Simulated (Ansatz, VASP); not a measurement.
Two plane-wave programs on Ti3Si4Ni

```
CELL_PARAMETERS angstrom
4.79716 0.00403 -0.00042
0.00927 4.86393 0.00417
1.09157 0.58987 4.82394
ATOMIC_POSITIONS crystal
Ti 0.36227 0.17573 0.35540
Ti 0.78735 0.25969 0.69235
Ti 0.69452 0.65363 0.06937
Si 0.61947 0.76255 0.57362
Si 0.88525 0.13197 0.19122
Si 0.15656 0.66941 0.35450
Si 0.25187 0.42192 0.86643
Ni 0.24271 0.92510 0.89710
```

Change from the starting cell: the structure that the rattled cell fell into.

Alike in both runs: functional PBE; k mesh 4 × 4 × 4; occupations gaussian, width 0.1 eV; no spin polarisation.

Ansatz relaxed the structure, and its values are those at the end. VASP's run is a single point on that final structure, the one shown.

|  | VASP | Ansatz |
| --- | --- | --- |
| version | VASP 6.6.1 | Ansatz 0.2.0 |
| potentials or method | VASP PAW PBE potentials, release 64 (Ti_sv, Si, Ni), cutoff 520 eV | scalar-relativistic, plane waves, PAW |
| valence electrons in the cell | 62 | 70 |

Ansatz gave:

| Quantity | Value |
| --- | --- |
| gap on the k mesh at the Fermi level (eV) | none |
| pressure (GPa) | 0.0 |
| rms of the force components (eV/Å) | 0.011 |

Question: What did VASP give for the same quantities?

Answer: gap on the k mesh at the Fermi level (eV): none; pressure (GPa): 0.0; rms of the force components (eV/Å): 0.013.

A gap of «none» marks a metal or a gap that the smearing closes. VASP's potentials hold 62 valence electrons a cell and Ansatz's 70, so a difference there can come from the potentials and not from the codes.
